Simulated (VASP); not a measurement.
# AlN (P6_3mc) in VASP: further runs

The runs below take AlN through single point, relaxation of cell and atoms, with LDA.

Program: VASP 6.6.1. These are calculated values, not measurements. Logs are shortened: lines on timing, memory, paths and dates and some standing lists are left out, and cuts for length are marked.

**1. The cell of the first run**

It takes space group P6_3mc (No. 186, hexagonal). Conventional cell: a = 3.089 Å, b = 3.089 Å, c = 4.944 Å, α = 90.00°, β = 90.00°, γ = 120.00°. Within 2.5 Å of Al (site symmetry 3m) lie 4 N at 1.88 to 1.89 Å. Within 2.5 Å of N (site symmetry 3m) lie 4 Al at 1.88 to 1.89 Å.

**2. Single point, LDA**

Input file INCAR:

```
ALGO = Normal
EDIFF = 1E-7
ENCUT = 520
GGA = CA
ISIF = 2
ISMEAR = 0
LASPH = True
LCHARG = True
LELF = True
LREAL = False
LVHAR = True
LWAVE = False
NBANDS = 16
NELM = 80
PREC = Accurate
SIGMA = 0.01
```

Input file KPOINTS:

```
k-points
0
Gamma
  9 9 6
```

Input file POSCAR:

```
AlN
1.0
    3.0887705706      0.0000000000      0.0000000000
   -1.5443852853      2.6749537806      0.0000000000
    0.0000000000      0.0000000000      4.9435398773
Al N
2 2
Direct
    0.3333333333      0.6666666667      0.0000129499
    0.6666666667      0.3333333333      0.5000129499
    0.3333333333      0.6666666667      0.3819870501
    0.6666666667      0.3333333333      0.8819870501
```

Potentials or basis: VASP PAW LDA potentials, release 64 (Al, N).

On the command line:

```console
$ cat potpaw_LDA.64/Al/POTCAR potpaw_LDA.64/N/POTCAR > POTCAR
$ mpirun -np 1 vasp_std > vasp.out
```

OUTCAR:

```text
EDIFF = 1E-7
   ENCUT = 520
   GGA = CA
   ISIF = 2
   ISMEAR = 0
   LASPH = True
   LREAL = False
   NELM = 80
   PREC = Accurate

 ion  position               nearest neighbor table
   1  0.333  0.667  0.000-   4 1.88   4 1.88   4 1.88   3 1.89   2 3.05   2 3.05   2 3.05   2 3.05
                             2 3.05   2 3.05
   2  0.667  0.333  0.500-   3 1.88   3 1.88   3 1.88   4 1.89   1 3.05   1 3.05   1 3.05   1 3.05
                             1 3.05   1 3.05
   3  0.333  0.667  0.382-   2 1.88   2 1.88   2 1.88   1 1.89
   4  0.667  0.333  0.882-   1 1.88   1 1.88   1 1.88   2 1.89

  LATTYP: Found a hexagonal cell.
 ALAT       =     3.0887705706
 C/A-ratio  =     1.6004878848

  Lattice vectors:

 A1 = (   3.0887705706,   0.0000000000,   0.0000000000)
 A2 = (  -1.5443852853,   2.6749537806,   0.0000000000)
 A3 = (   0.0000000000,   0.0000000000,   4.9435398773)

Analysis of symmetry for initial positions (statically):
=====================================================================
 Subroutine PRICEL returns:
 Original cell was already a primitive cell.

 Routine SETGRP: Setting up the symmetry group for a
 hexagonal supercell.

 Subroutine GETGRP returns: Found 12 space group operations
 (whereof  6 operations were pure point group operations)
 out of a pool of 24 trial point group operations.

The static configuration has the point symmetry C_3v.
 The point group associated with its full space group is C_6v.

Analysis of symmetry for dynamics (positions and initial velocities):
=====================================================================
 Subroutine PRICEL returns:
 Original cell was already a primitive cell.

 Routine SETGRP: Setting up the symmetry group for a
 hexagonal supercell.

 Subroutine GETGRP returns: Found 12 space group operations
 (whereof  6 operations were pure point group operations)
 out of a pool of 24 trial point group operations.

The dynamic configuration has the point symmetry C_3v.
 The point group associated with its full space group is C_6v.

 Subroutine INISYM returns: Found 12 space group operations
 (whereof  6 operations are pure point group operations),
 and found     1 'primitive' translations

----------------------------------------------------------------------------------------

                                     Primitive cell

  volume of cell :      40.8451

[... 94 lines left out ...]
   EDIFFG = 0.1E-05   stopping-criterion for IOM
   NSW    =      0    number of steps for IOM
   IBRION =     -1    ionic relax: 0-MD 1-quasi-New 2-CG
   NFREE  =      0    steps in history (QN), initial steepest desc. (CG)
   ISIF   =      2    stress and relaxation
   ISYM   =      2    0-nonsym 1-usesym 2-fastsym
   POTIM  = 0.5000    time-step for ionic-motion
   TEBEG  =    0.0;   TEEND  =   0.0 temperature during run
   PSTRESS=    0.0 pullay stress
   NELECT =      16.0000    total number of electrons
   NUPDOWN=      -1.0000    fix difference up-down
   EMIN   =  10.00;   EMAX   =-10.00  energy-range for DOS
   EFERMI =   0.00;   METHOD = LEGACY
   ISMEAR =     0;   SIGMA  =   0.01  broadening in eV -4-tet -1-fermi 0-gaus
   EFERMI_NEDOS =   21; number of points for ismear=-14 and -15
   IALGO  =     38    algorithm
   IMIX   =      4    mixing-type and parameters
     AMIX     =   0.40;   BMIX     =  1.00
     AMIX_MAG =   1.60;   BMIX_MAG =  1.00
  volume/ion in A,a.u.               =      10.21        68.91
  Fermi-wavevector in a.u.,A,eV,Ry     =   1.197847  2.263603 19.522162  1.434838
  Thomas-Fermi vector in A             =   2.333752
   LORBIT       =      0    0 simple, 1 ext, 2 COOP (PROOUT), +10 PAW based schemes
   GGA     = CA    functional components
   LHFCALC =     F    Hartree Fock is set to
   AEXX    =    0.0000 exact exchange contribution
   IVDW    =     0    specifies the selected vdW correction
   LEPSILON=     F    determine dielectric tensor
   LRPA    =     F    only Hartree local field effects (RPA)
 non-spin polarized calculation
 Gauss-broadening in eV      SIGMA  =   0.01
  energy-cutoff  :      520.00
  volume of cell :       40.85
 maximum number of plane-waves:      1118
 NGX is ok and might be reduce to    24
   NGX = 11   NGY = 11   NGZ = 19

 number of electron      15.9999997 magnetization

 Free energy of the ion-electron system (eV)
  ---------------------------------------------------
  ext. energy  EPLUGINS =         0.00000000
  ---------------------------------------------------
  free energy    TOTEN  =       -32.84105380 eV

  energy without entropy =      -32.84105380  energy(sigma->0) =      -32.84105380

 E-fermi :   6.1723     XC(G=0): -11.3429

 val. band max:        6.1137088133   @ k =   0.0000   0.0000   0.0000
 cond. band min:      10.5368598185   @ k =   0.0000   0.0000   0.0000
 fundamental gap:      4.4231510052
 Fermi energy:         6.1722854803

 k-point     1 :       0.0000    0.0000    0.0000
  band No.  band energies     occupation
      1      -9.0588      2.00000
      2      -6.7654      2.00000
      3      -0.0400      2.00000
      4       5.2242      2.00000
      5       5.2242      2.00000
      6       5.8856      2.00000
[... 433 lines left out ...]
      3       1.2510      2.00000
      4       1.8508      2.00000
      5       1.8508      2.00000
      6       3.3267      2.00000
[... 8 lines left out ...]
     15      19.1420      0.00000
     16      21.2713      0.00000

 [... further k-points ...]

------------------------ aborting loop because EDIFF is reached ----------------------------------------

  FORCE on cell =-STRESS in cart. coord.  units (eV):
  Direction    XX          YY          ZZ          XY          YZ          ZX
  --------------------------------------------------------------------------------------
  -------------------------------------------------------------------------------------
  Total        0.1618314      0.1618314      0.1534052      0.0000000      0.0000000      0.0000000
  in kB        6.3479485      6.3479485      6.0174264      0.0000000      0.0000000      0.0000000
  external PRESSURE =       6.2377744 kB  Pullay stress =       0.0000000 kB

 VOLUME and BASIS-vectors are now :
 -----------------------------------------------------------------------------
  energy-cutoff  :      520.00
  volume of cell :       40.85
      direct lattice vectors                 reciprocal lattice vectors
     3.088770571  0.000000000  0.000000000     0.323753408  0.186919117  0.000000000
    -1.544385285  2.674953781  0.000000000     0.000000000  0.373838235  0.000000000
     0.000000000  0.000000000  4.943539877     0.000000000  0.000000000  0.202284198

 POSITION                                       TOTAL-FORCE (eV/Angst)
 -----------------------------------------------------------------------------------
     -0.00000      1.78330      0.00006         0.000000      0.000000     -0.000531
      1.54439      0.89165      2.47183        -0.000000      0.000000     -0.000531
     -0.00000      1.78330      1.88837         0.000000      0.000000      0.000531
      1.54439      0.89165      4.36014         0.000000     -0.000000      0.000531
 -----------------------------------------------------------------------------------
    total drift:                               -0.000000      0.000000     -0.000567

  FREE ENERGIE OF THE ION-ELECTRON SYSTEM (eV)
  ---------------------------------------------------
  free  energy   TOTEN  =       -32.8410537952 eV

  energy  without entropy=      -32.8410537952  energy(sigma->0) =      -32.84105380
```

OSZICAR:

```text
N       E                     dE             d eps       ncg     rms          rms(c)
DAV:   1     0.359176529127E+02    0.35918E+02   -0.72768E+03  1536   0.892E+02
DAV:   2    -0.349329563621E+02   -0.70851E+02   -0.65177E+02  2136   0.178E+02
DAV:   3    -0.379717860772E+02   -0.30388E+01   -0.30310E+01  1904   0.374E+01
DAV:   4    -0.379868754998E+02   -0.15089E-01   -0.15089E-01  1928   0.317E+00
DAV:   5    -0.379870259333E+02   -0.15043E-03   -0.15043E-03  1912   0.308E-01    0.124E+01
DAV:   6    -0.329579473739E+02    0.50291E+01   -0.11450E+01  1608   0.241E+01    0.438E+00
DAV:   7    -0.329023482522E+02    0.55599E-01   -0.51422E-01  1864   0.472E+00    0.284E+00
DAV:   8    -0.328437677776E+02    0.58580E-01   -0.67917E-02  1608   0.219E+00    0.338E-01
DAV:   9    -0.328409552352E+02    0.28125E-02   -0.54075E-03  1928   0.529E-01    0.217E-01
DAV:  10    -0.328411006611E+02   -0.14543E-03   -0.56330E-04  1688   0.150E-01    0.107E-01
DAV:  11    -0.328410542020E+02    0.46459E-04   -0.83111E-05  1824   0.674E-02    0.189E-02
DAV:  12    -0.328410538849E+02    0.31709E-06   -0.14869E-06  1888   0.906E-03    0.471E-03
DAV:  13    -0.328410537832E+02    0.10166E-06   -0.59572E-07  1880   0.559E-03    0.105E-03
DAV:  14    -0.328410537952E+02   -0.11930E-07   -0.94782E-09   848   0.798E-04
   1 F= -.32841054E+02 E0= -.32841054E+02  d E =-.145601E-19
```

stdout:

```text
POSCAR found type information on POSCAR AlN
 POSCAR found :  2 types and       4 ions
 scaLAPACK will be used
 LDA part: xc-table for (Slater(with rela. corr.)+CA(PZ))
 , standard interpolation
 POSCAR, INCAR and KPOINTS ok, starting setup
 FFT: planning ... GRIDC
 FFT: planning ... GRID_SOFT
 FFT: planning ... GRID
 WAVECAR not read
 entering main loop
```

Run time: 29 s. Hardware: 1 thread of Intel Xeon Platinum 8175M at 2.50GHz (Skylake/Cascade Lake), shared host; peak memory 0.15 GiB.

Results:

| Property | Result |
| --- | --- |
| Free energy | -32.8411 eV |
| Pressure | 0.6 GPa |
| Band gap on the k mesh | 4.42 eV |

Caveat: an odd mesh through Γ misses points on the zone boundary, where band edges can lie.

**3. Relaxation of cell and atoms, LDA**

This run uses another cell than the first one, of 10.43 Å³/atom.

Input file INCAR:

```
PREC = Accurate ; ENCUT = 600
EDIFF = 1E-6 ; ISMEAR = 0
SIGMA = 0.01 ; LREAL = False
LASPH = True ; NELM = 80
ALGO = Normal ; ISIF = 3
LWAVE = False ; LCHARG = False
GGA = CA ; IBRION = 2
NSW = 80 ; EDIFFG = -0.001
```

Input file KPOINTS:

```
regular mesh
0
Gamma
  9 9 6
```

Input file POSCAR:

```
AlN
1.0
    3.1100000000      0.0000000000      0.0000000000
   -1.5550000000      2.6933390058      0.0000000000
    0.0000000000      0.0000000000      4.9800000000
Al N
2 2
Direct
    0.3333333333      0.6666666667      0.0000000000
    0.6666666667      0.3333333333      0.5000000000
    0.3333333333      0.6666666667      0.3820000000
    0.6666666667      0.3333333333      0.8820000000
```

Potentials or basis: VASP PAW LDA potentials, release 64 (Al, N).

On the command line:

```console
$ cat potpaw_LDA.64/Al/POTCAR potpaw_LDA.64/N/POTCAR > POTCAR
$ mpirun -np 1 vasp_std > vasp.out
```

OUTCAR:

```text
PREC = Accurate
   ENCUT = 600
   EDIFF = 1E-6
   ISMEAR = 0
   LREAL = False
   LASPH = True
   NELM = 80
   ISIF = 3
   GGA = CA
   IBRION = 2
   NSW = 80
   EDIFFG = -0.001

 ion  position               nearest neighbor table
   1  0.333  0.667  0.000-   4 1.89   4 1.89   4 1.89   3 1.90   2 3.07   2 3.07   2 3.07   2 3.07
                             2 3.07   2 3.07
   2  0.667  0.333  0.500-   3 1.89   3 1.89   3 1.89   4 1.90   1 3.07   1 3.07   1 3.07   1 3.07
                             1 3.07   1 3.07
   3  0.333  0.667  0.382-   2 1.89   2 1.89   2 1.89   1 1.90
   4  0.667  0.333  0.882-   1 1.89   1 1.89   1 1.89   2 1.90

  LATTYP: Found a hexagonal cell.
 ALAT       =     3.1100000000
 C/A-ratio  =     1.6012861736

  Lattice vectors:

 A1 = (   3.1100000000,   0.0000000000,   0.0000000000)
[... 397 lines left out ...]
      2      -6.7832      2.00000
      3      -0.0532      2.00000
      4       5.2013      2.00000
      5       5.2013      2.00000
      6       5.8620      2.00000
      7       5.8620      2.00000
      8       6.0889      2.00000
      9      10.4904      0.00000
     10      12.7985      0.00000
     11      16.7240      0.00000
     12      17.1696      0.00000
[... 331 lines left out ...]
 k-point    24 :       0.3333    0.3333    0.1667
  band No.  band energies     occupation
      1      -6.3971      2.00000
      2      -6.3971      2.00000
      3       1.2376      2.00000
      4       1.8313      2.00000
      5       1.8313      2.00000
      6       3.3084      2.00000
      7       4.1700      2.00000
      8       4.1700      2.00000
      9      11.4064      0.00000
     10      14.3368      0.00000
     11      15.1965      0.00000
     12      15.1965      0.00000

 [... further k-points ...]

------------------------ aborting loop because EDIFF is reached ----------------------------------------

  FORCE on cell =-STRESS in cart. coord.  units (eV):
  Direction    XX          YY          ZZ          XY          YZ          ZX
  --------------------------------------------------------------------------------------
  -------------------------------------------------------------------------------------
  Total       -0.0008145     -0.0008145      0.0013319      0.0000000      0.0000000     -0.0000000
  in kB       -0.0318700     -0.0318700      0.0521170      0.0000000      0.0000000     -0.0000000
  external PRESSURE =      -0.0038743 kB  Pullay stress =       0.0000000 kB
[... 19 lines left out ...]
  FREE ENERGIE OF THE ION-ELECTRON SYSTEM (eV)
  ---------------------------------------------------
  free  energy   TOTEN  =       -32.8434071964 eV

  energy  without entropy=      -32.8434071964  energy(sigma->0) =      -32.84340720

 reached required accuracy - stopping structural energy minimisation
```

Wall time 2.3 min (1 thread of Intel Xeon Platinum 8175M at 2.50GHz (Skylake/Cascade Lake), shared host); peak memory 0.16 GiB.

What came out:

* Free energy: -32.8434 eV
* Relaxed volume: 10.24 Å³/atom
* Relaxed cell: a = 3.091 Å, b = 3.091 Å, c = 4.948 Å, α = 90.00°, β = 90.00°, γ = 120.00°
* Space group after relaxing (to 0.1 Å): P6_3mc (No. 186)
* Energy gained by relaxing: 2.3 meV/atom
* Ionic steps: 14
* Pressure after relaxing: 0.0 GPa
* Band gap on the k mesh: 4.40 eV

The path:
| step | energy change (eV) | largest force (eV/Å) | pressure (GPa) | volume (Å³) |
| --- | --- | --- | --- | --- |
| 1 | 0.0000 | 0.0158 | -3.83 | 41.71 |
| 2 | -0.0006 | 0.0168 | 3.88 | 40.23 |
| 3 | -0.0092 | 0.0005 | -0.02 | 40.95 |
| 4 | -0.0092 | 0.0007 | 0.06 | 40.94 |
| 5 | -0.0092 | 0.0051 | -0.04 | 40.95 |
| 6 | -0.0092 | 0.0043 | -0.03 | 40.95 |
| 7 | -0.0092 | 0.0036 | -0.01 | 40.95 |
| 8 | -0.0092 | 0.0035 | -0.01 | 40.95 |
| 9 | -0.0092 | 0.0036 | -0.01 | 40.95 |
| 10 | -0.0092 | 0.0038 | -0.02 | 40.95 |
| 11 | -0.0092 | 0.0013 | -0.01 | 40.95 |
| 12 | -0.0092 | 0.0026 | 0.01 | 40.94 |
| 13 | -0.0092 | 0.0009 | 0.01 | 40.94 |
| 14 | -0.0092 | 0.0003 | 0.00 | 40.95 |

Final structure:
```
CELL_PARAMETERS angstrom
3.09122 0.00000 0.00000
-1.54561 2.67707 0.00000
0.00000 0.00000 4.94783
ATOMIC_POSITIONS crystal
Al 0.33333 0.66667 0.00003
Al 0.66667 0.33333 0.50003
N 0.33333 0.66667 0.38197
N 0.66667 0.33333 0.88197
```

Levels at points of the mesh, in eV from the valence-band top:
```tsv
k point	band 5	band 6	band 7	band 8	band 9	band 10	band 11	band 12
(0.00, 0.00, 0.00)	-0.89	-0.23	-0.23	0.00	4.40	6.71	10.64	11.08
(0.00, 0.00, 0.50)	-0.57	-0.57	-0.57	-0.57	6.59	6.59	10.30	10.30
```

Caveat: an odd mesh through Γ misses points on the zone boundary, where band edges can lie.
